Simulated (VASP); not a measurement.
# KPbO3 (Pm-3m) in VASP: single point with LDA

Aim: the single point of KPbO3 with LDA.

All numbers are computed with VASP 6.6.1; they aren't measurements. Logs are shortened: lines on timing, memory, paths and dates and some standing lists are left out, and cuts for length are marked.

## Step 1: The cell of the first run

Symmetry: Pm-3m, No. 221, cubic system. Conventional cell: a = 4.361 Å, b = 4.361 Å, c = 4.361 Å, α = 90.00°, β = 90.00°, γ = 90.00°. K (site symmetry m-3m) has 12 O at 3.08 Å and 8 Pb at 3.78 Å within 4.1 Å. Pb (site symmetry m-3m) has 6 O at 2.18 Å within 2.9 Å. Within 2.9 Å of O (site symmetry 4/mmm) lie 2 Pb at 2.18 Å.

## Step 2: Single point, LDA

INCAR

```
PREC = Accurate
ENCUT = 600
EDIFF = 1E-6
ISMEAR = -1
SIGMA = 0.1
LREAL = False
LASPH = True
NELM = 120
ALGO = Normal
ISIF = 2
LWAVE = False
LCHARG = False
GGA = CA
NBANDS = 28
GGA_COMPAT = False
```

KPOINTS

```
Automatic mesh
0
Gamma
  5 5 5
```

POSCAR

```
KPbO3
1.0
    4.3607840000      0.0000000000      0.0000000000
    0.0000000000      4.3607840000      0.0000000000
    0.0000000000      0.0000000000      4.3607840000
K Pb O
1 1 3
Direct
    0.0000000000      0.0000000000      0.0000000000
    0.5000000000      0.5000000000      0.5000000000
    0.5000000000      0.5000000000      0.0000000000
    0.5000000000      0.0000000000      0.5000000000
    0.0000000000      0.5000000000      0.5000000000
```

Potentials or basis: VASP PAW LDA potentials, release 64 (K_sv, Pb_d, O).

Command:

```sh
$ cat potpaw_LDA.64/K_sv/POTCAR potpaw_LDA.64/Pb_d/POTCAR potpaw_LDA.64/O/POTCAR > POTCAR
$ mpirun -np 1 vasp_std > vasp.out
```

OUTCAR:

```text
PREC = Accurate
   ENCUT = 600
   EDIFF = 1E-6
   ISMEAR = -1
   LREAL = False
   LASPH = True
   NELM = 120
   ISIF = 2
   GGA = CA

 ion  position               nearest neighbor table
   1  0.000  0.000  0.000-   2 3.78   2 3.78   2 3.78   2 3.78   2 3.78   2 3.78   2 3.78   2 3.78

   2  0.500  0.500  0.500-   3 2.18   4 2.18   5 2.18   3 2.18   4 2.18   5 2.18   1 3.78   1 3.78
                             1 3.78   1 3.78   1 3.78   1 3.78   1 3.78   1 3.78
   3  0.500  0.500  0.000-   2 2.18   2 2.18
   4  0.500  0.000  0.500-   2 2.18   2 2.18
   5  0.000  0.500  0.500-   2 2.18   2 2.18

  LATTYP: Found a simple cubic cell.
 ALAT       =     4.3607840000

  Lattice vectors:

 A1 = (   4.3607840000,   0.0000000000,   0.0000000000)
 A2 = (   0.0000000000,   4.3607840000,   0.0000000000)
 A3 = (   0.0000000000,   0.0000000000,   4.3607840000)

Analysis of symmetry for initial positions (statically):
=====================================================================
 Subroutine PRICEL returns:
 Original cell was already a primitive cell.

 Routine SETGRP: Setting up the symmetry group for a
 simple cubic supercell.

 Subroutine GETGRP returns: Found 48 space group operations
 (whereof 48 operations were pure point group operations)
 out of a pool of 48 trial point group operations.

The static configuration has the point symmetry O_h .

Analysis of symmetry for dynamics (positions and initial velocities):
=====================================================================
 Subroutine PRICEL returns:
 Original cell was already a primitive cell.

 Routine SETGRP: Setting up the symmetry group for a
 simple cubic supercell.

 Subroutine GETGRP returns: Found 48 space group operations
 (whereof 48 operations were pure point group operations)
 out of a pool of 48 trial point group operations.

The dynamic configuration has the point symmetry O_h .

 Subroutine INISYM returns: Found 48 space group operations
 (whereof 48 operations are pure point group operations),
 and found     1 'primitive' translations

----------------------------------------------------------------------------------------

                                     Primitive cell

  volume of cell :      82.9266

  direct lattice vectors                    reciprocal lattice vectors
     4.360784000  0.000000000  0.000000000     0.229316563  0.000000000  0.000000000
     0.000000000  4.360784000  0.000000000     0.000000000  0.229316563  0.000000000
     0.000000000  0.000000000  4.360784000     0.000000000  0.000000000  0.229316563

  length of vectors
     4.360784000  4.360784000  4.360784000     0.229316563  0.229316563  0.229316563

  position of ions in fractional coordinates (direct lattice)
     0.000000000  0.000000000  0.000000000
     0.500000000  0.500000000  0.500000000
     0.500000000  0.500000000  0.000000000
     0.500000000  0.000000000  0.500000000
     0.000000000  0.500000000  0.500000000

  ion indices of the primitive-cell ions
   primitive index   ion index
                 1           1
                 2           2
                 3           3
                 4           4
                 5           5

----------------------------------------------------------------------------------------

 KPOINTS: Automatic mesh

Automatic generation of k-mesh.
 Grid dimensions read from file:
 generate k-points for:    5    5    5

 Generating k-lattice:

  Cartesian coordinates                     Fractional coordinates (reciprocal lattice)
     0.045863313  0.000000000  0.000000000     0.200000000  0.000000000  0.000000000
     0.000000000  0.045863313  0.000000000     0.000000000  0.200000000  0.000000000
     0.000000000  0.000000000  0.045863313     0.000000000  0.000000000  0.200000000

  Length of vectors
     0.045863313  0.045863313  0.045863313

  Shift w.r.t. Gamma in fractional coordinates (k-lattice)
     0.000000000  0.000000000  0.000000000

 Subroutine IBZKPT returns following result:
 ===========================================

 Found     10 irreducible k-points:

 Following reciprocal coordinates:
            Coordinates               Weight
  0.000000  0.000000  0.000000      1.000000
  0.200000  0.000000  0.000000      6.000000
  0.400000  0.000000  0.000000      6.000000
  0.200000  0.200000  0.000000     12.000000
  0.400000  0.200000  0.000000     24.000000
  0.400000  0.400000  0.000000     12.000000
  0.200000  0.200000  0.200000      8.000000
  0.400000  0.200000  0.200000     24.000000
  0.400000  0.400000  0.200000     24.000000
  0.400000  0.400000  0.400000      8.000000
   k-points           NKPTS =     10   k-points in BZ     NKDIM =     10   number of bands    NBANDS=     28
   number of dos      NEDOS =    301   number of ions     NIONS =      5
   total plane-waves  NPLWV =  46656
   dimension x,y,z NGX =    36 NGY =   36 NGZ =   36
   dimension x,y,z NGXF=    72 NGYF=   72 NGZF=   72
   ions per type =               1   1   3
   NGX,Y,Z   is equivalent  to a cutoff of  13.72, 13.72, 13.72 a.u.
   NGXF,Y,Z  is equivalent  to a cutoff of  27.45, 27.45, 27.45 a.u.
 SYSTEM =  unknown system
   PREC   = accura    normal or accurate (medium, high low for compatibility)
   ISTART =      0    job   : 0-new  1-cont  2-samecut
   ICHARG =      2    charge: 1-file 2-atom 10-const
   ISPIN  =      1    spin polarized calculation?
   LNONCOLLINEAR =      F non collinear calculations
   LSORBIT =      F    spin-orbit coupling
   LASPH  =      T    aspherical Exc in radial PAW
   ENCUT  =  600.0 eV  44.10 Ry    6.64 a.u.   8.71  8.71  8.71*2*pi/ulx,y,z
   NELM   =    120;   NELMIN=  2; NELMDL= -5     # of ELM steps
   EDIFF  = 0.1E-05   stopping-criterion for ELM
   LREAL  =      F    real-space projection
[... 7 lines left out ...]
   TEBEG  =    0.0;   TEEND  =   0.0 temperature during run
   PSTRESS=    0.0 pullay stress
   NELECT =      41.0000    total number of electrons
   NUPDOWN=      -1.0000    fix difference up-down
   EMIN   =  10.00;   EMAX   =-10.00  energy-range for DOS
   EFERMI =   0.00;   METHOD = LEGACY
   ISMEAR =    -1;   SIGMA  =   0.10  broadening in eV -4-tet -1-fermi 0-gaus
   EFERMI_NEDOS =   21; number of points for ismear=-14 and -15
   IALGO  =     38    algorithm
   IMIX   =      4    mixing-type and parameters
     AMIX     =   0.40;   BMIX     =  1.00
     AMIX_MAG =   1.60;   BMIX_MAG =  1.00
  volume/ion in A,a.u.               =      16.59       111.92
  Fermi-wavevector in a.u.,A,eV,Ry     =   1.294508  2.446266 22.799990  1.675752
  Thomas-Fermi vector in A             =   2.426087
   LORBIT       =      0    0 simple, 1 ext, 2 COOP (PROOUT), +10 PAW based schemes
   GGA     = CA    functional components
   LHFCALC =     F    Hartree Fock is set to
   AEXX    =    0.0000 exact exchange contribution
   IVDW    =     0    specifies the selected vdW correction
   LEPSILON=     F    determine dielectric tensor
   LRPA    =     F    only Hartree local field effects (RPA)
 non-spin polarized calculation
  energy-cutoff  :      600.00
  volume of cell :       82.93
 maximum number of plane-waves:      2789
 NGX is ok and might be reduce to    36
   NGX = 17   NGY = 17   NGZ = 17

 number of electron      40.9999985 magnetization

 Free energy of the ion-electron system (eV)
  ---------------------------------------------------
  ext. energy  EPLUGINS =         0.00000000
  ---------------------------------------------------
  free energy    TOTEN  =       -26.52798923 eV

  energy without entropy =      -26.37938718  energy(sigma->0) =      -26.45368820

 E-fermi :   0.8610     XC(G=0): -10.1972

 val. band max:        0.7185579206   @ k =   0.4000   0.2000   0.2000
 cond. band min:       0.9586822881   @ k =   0.4000   0.4000   0.4000
 fundamental gap:      0.2401243676
 Fermi energy:         0.8610252131

 k-point     1 :       0.0000    0.0000    0.0000
  band No.  band energies     occupation
      1     -25.9547      2.00000
      2     -16.2369      2.00000
      3     -16.2369      2.00000
      4     -15.9214      2.00000
      5     -13.9567      2.00000
      6     -13.9567      2.00000
[... 20 lines left out ...]
     27      10.7997      0.00000
     28      10.7997      0.00000

 k-point     2 :       0.2000    0.0000    0.0000
  band No.  band energies     occupation
      1     -25.9524      2.00000
      2     -16.2349      2.00000
      3     -16.1326      2.00000
      4     -15.7461      2.00000
      5     -13.9675      2.00000
      6     -13.9675      2.00000
[... 20 lines left out ...]
     27      10.7479      0.00000
     28      10.8944      0.00000

 k-point     3 :       0.4000    0.0000    0.0000
  band No.  band energies     occupation
      1     -25.9487      2.00000
      2     -16.2316      2.00000
      3     -16.0960      2.00000
      4     -15.0464      2.00000
      5     -13.9849      2.00000
      6     -13.9849      2.00000
[... 20 lines left out ...]
     27      10.6318      0.00000
     28      11.0695      0.00000

 k-point     4 :       0.2000    0.2000    0.0000
  band No.  band energies     occupation
      1     -25.9503      2.00000
      2     -16.1907      2.00000
      3     -15.9749      2.00000
      4     -15.6656      2.00000
      5     -13.9780      2.00000
      6     -13.9675      2.00000
[... 144 lines left out ...]
     27      10.8508      0.00000
     28      11.0809      0.00000

 k-point     9 :       0.4000    0.4000    0.2000
  band No.  band energies     occupation
      1     -25.9421      2.00000
      2     -15.8875      2.00000
      3     -15.2016      2.00000
      4     -14.9744      2.00000
      5     -14.0122      2.00000
      6     -13.9952      2.00000
[... 20 lines left out ...]
     27      11.2727      0.00000
     28      11.5080      0.00000

 k-point    10 :       0.4000    0.4000    0.4000
  band No.  band energies     occupation
      1     -25.9394      2.00000
      2     -15.1908      2.00000
      3     -15.1908      2.00000
      4     -14.9207      2.00000
      5     -14.0148      2.00000
      6     -14.0148      2.00000
[... 20 lines left out ...]
     27      11.8393      0.00000
     28      11.9460      0.00000

------------------------ aborting loop because EDIFF is reached ----------------------------------------

  FORCE on cell =-STRESS in cart. coord.  units (eV):
  Direction    XX          YY          ZZ          XY          YZ          ZX
  --------------------------------------------------------------------------------------
  -------------------------------------------------------------------------------------
  Total       -3.8458377     -3.8458377     -3.8458377     -0.0000000     -0.0000000      0.0000000
  in kB      -74.3032489    -74.3032489    -74.3032489     -0.0000000     -0.0000000      0.0000000
  external PRESSURE =     -74.3032489 kB  Pullay stress =       0.0000000 kB

 VOLUME and BASIS-vectors are now :
 -----------------------------------------------------------------------------
  energy-cutoff  :      600.00
  volume of cell :       82.93
      direct lattice vectors                 reciprocal lattice vectors
     4.360784000  0.000000000  0.000000000     0.229316563  0.000000000  0.000000000
     0.000000000  4.360784000  0.000000000     0.000000000  0.229316563  0.000000000
     0.000000000  0.000000000  4.360784000     0.000000000  0.000000000  0.229316563

 POSITION                                       TOTAL-FORCE (eV/Angst)
 -----------------------------------------------------------------------------------
      0.00000      0.00000      0.00000         0.000000      0.000000      0.000000
      2.18039      2.18039      2.18039         0.000000      0.000000      0.000000
      2.18039      2.18039      0.00000         0.000000      0.000000      0.000000
      2.18039      0.00000      2.18039         0.000000      0.000000      0.000000
      0.00000      2.18039      2.18039         0.000000      0.000000      0.000000
 -----------------------------------------------------------------------------------
    total drift:                                0.000000      0.000000      0.000000

  FREE ENERGIE OF THE ION-ELECTRON SYSTEM (eV)
  ---------------------------------------------------
  free  energy   TOTEN  =       -26.5279892282 eV

  energy  without entropy=      -26.3793871775  energy(sigma->0) =      -26.45368820
```

Run time: 25 s. Hardware: 1 thread of Intel Xeon 8259CL, shared host; peak memory 0.19 GiB.

What came out:

| Item | Value |
| --- | --- |
| Free energy | -26.5280 eV |
| Pressure | -7.4 GPa |
| Band gap on the k mesh | zero (an odd number of electrons rules out a gap without spin polarisation) |

Caveat: the cell stands under tension; spin-orbit coupling is left out, which moves the levels of the heavy elements; an odd number of electrons without spin polarisation forces a metal; a magnetic or distorted state may lie lower.

The gap in the log of VASP goes by the Fermi energy; the results here count the filled bands.